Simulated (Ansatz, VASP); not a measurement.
## Be2Si: VASP beside Ansatz

```
Si Be
1.0
     0.00000    2.64138    2.64138
     2.64138    0.00000    2.64138
     2.64138    2.64138    0.00000
Si Be
1 2
Direct
  0.00000 0.00000 0.00000
  0.25000 0.25000 0.25000
  0.75000 0.75000 0.75000
```

Alike in both runs: task single point; functional r2SCAN; k mesh 6 × 6 × 6; occupations gaussian, width 0.05 eV; no spin polarisation.

```csv
,VASP,Ansatz
version,VASP 6.6.1,Ansatz 0.2.0
potentials or method,"VASP PAW PBE potentials, release 64 (Si, Be)",plane waves
plane-wave cutoff (eV),520,500
valence electrons in the cell,8,8
```

```tsv
	VASP	Ansatz	Ansatz less VASP
pressure (GPa)	0.1	0.0	-0.15
```

VASP's potentials were made for PBE, not for r2SCAN.
